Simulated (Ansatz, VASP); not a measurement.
# As in VASP and in Ansatz

```
CELL_PARAMETERS angstrom
3.65000 0.00000 0.00000
0.00000 4.47000 0.00000
0.00000 0.00000 27.92000
ATOMIC_POSITIONS crystal
As 0.50000 0.94000 0.35817
As 0.00000 0.56000 0.35817
As 0.50000 0.06000 0.44484
As 0.00000 0.44000 0.44484
As 0.00000 0.93697 0.54977
As 0.50000 0.56303 0.54977
As 0.00000 0.06319 0.63546
As 0.50000 0.43681 0.63546
```

Alike in both runs: task single point; functional LDA; k mesh 16 × 13 × 1; occupations gaussian, width 0.1 eV; no spin polarisation.

|  | VASP | Ansatz |
| --- | --- | --- |
| version | VASP 6.6.1 | Ansatz 0.2.0 |
| potentials or method | VASP PAW LDA potentials, release 64 (As), cutoff 520 eV | scalar-relativistic, plane waves, PAW |
| valence electrons in the cell | 40 | 120 |

|  | VASP | Ansatz | Ansatz less VASP |
| --- | --- | --- | --- |
| rms of the force components (eV/Å) | 0.088 | 0.115 | +0.0276 |

LDA's correlation is that of Perdew and Zunger in VASP and of Perdew and Wang (1992) in Ansatz. Atom by atom the forces differ by 0.046 eV/Å (rms over components). VASP's potentials hold 40 valence electrons a cell and Ansatz's 120, so a difference there can come from the potentials and not from the codes. Ansatz's warnings: xc potential rough in thin density.
